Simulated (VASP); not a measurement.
Pd:

```
Pd
1.0
    -1.57228    1.57228    1.57228
     1.57228   -1.57228    1.57228
     1.57228    1.57228   -1.57228
Pd
1
Direct
  0.00000 0.00000 0.00000
```

| Quantity | Value |
| --- | --- |
| Program | VASP 6.6.1 |
| Task | relaxation of cell and atoms |
| Functional | PBEsol |
| Dispersion | D4 |
| Potentials or basis | VASP PAW PBE potentials, release 64 (Pd) |
| Cutoff | 600 eV |
| k mesh | 12 × 12 × 12 |
| Occupations | fermi-dirac, width 0.05 eV |
| Spin | no spin polarisation |

At the start: pressure -12.9 GPa; volume 15.55 Å³/atom.

Q: Where does the relaxation end?

A: Over 4 steps the energy falls by 49.1 meV/atom and the volume is 14.43 Å³/atom (-7.2 %); space group Im-3m (No. 229, to 0.05 Å).

The path:
```csv
step,energy change (eV),largest force (eV/Å),pressure (GPa),volume (Å³)
1,0.0000,0.0000,-12.92,15.55
2,0.0866,0.0000,31.92,12.89
3,-0.0490,0.0000,-0.48,14.46
4,-0.0491,0.0000,-0.09,14.43
```

Final structure:
```
Pd
1.0
    -1.53370    1.53370    1.53370
     1.53370   -1.53370    1.53370
     1.53370    1.53370   -1.53370
Pd
1
Direct
  0.00000 0.00000 0.00000
```

Caveat: the PAW data sets were made with another functional, which shifts forces and pressure a little; pairwise dispersion overbinds metals, which lowers pressure and volume.
